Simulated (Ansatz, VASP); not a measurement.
**Two plane-wave programs on Al**

Contents of INCAR:

```
SYSTEM = Al
ALGO = Normal ; EDIFF = 1E-7
ENCUT = 520 ; GGA = PS
ISIF = 2 ; ISMEAR = 0
LASPH = .True. ; LCHARG = .False.
LREAL = .False. ; LWAVE = .False.
NBANDS = 10 ; NELM = 100
PREC = Accurate ; SIGMA = 0.15
```

File KPOINTS:

```
k-points
0
Gamma
  18 18 10
  0 0 0
```

The input POSCAR:

```
Al
1.0
    2.8896000000      0.0000000000      0.0000000000
   -1.4448000000      2.5024670068      0.0000000000
    0.0000000000      0.0000000000      4.8609000000
Al
2
Direct
    0.6666666667      0.3333333333      0.7500000000
    0.3333333333      0.6666666667      0.2500000000
```

Input for Ansatz:

```yaml
crystal:
  lattice:
    - [2.8896, 0.0, 0.0]
    - [-1.4448, 2.5024670068, 0.0]
    - [0.0, 0.0, 4.8609]
  atoms:
    - { symbol: Al, position: [0.6666666667, 0.3333333333, 0.75] }
    - { symbol: Al, position: [0.3333333333, 0.6666666667, 0.25] }
basis:
  ecutwfc: 420
kpoints:
  mp_grid: { grid: [18, 18, 10] }
hamiltonian:
  xc: pbesol
  pseudopotentials: { kind: paw, azcp: { folder: soft_1 } }
scf:
  occupations: { method: gaussian, width: 0.15 }
output:
  forces: true
  stress: true
  eigenvalues: true
```

Alike in both runs: task single point; functional PBEsol; k mesh 18 × 18 × 10; occupations gaussian, width 0.15 eV; no spin polarisation.

|  | VASP | Ansatz |
| --- | --- | --- |
| version | VASP 6.6.1 | Ansatz 0.2.0 |
| potentials or method | VASP PAW PBE potentials, release 64 (Al), cutoff 520 eV | scalar-relativistic, plane waves, PAW |
| valence electrons in the cell | 6 | 6 |

```tsv
	VASP	Ansatz	Ansatz less VASP
gap on the k mesh at the Fermi level (eV)	none	none	-
pressure (GPa)	-4.9	-4.9	-0.05
traceless stress, the component that is largest in VASP (GPa)	-0.08	-0.08	+0.004
```

VASP's potentials were made for PBE, not for PBEsol, and Ansatz warns of the same on its side. A gap of «none» marks a metal or a gap that the smearing closes.
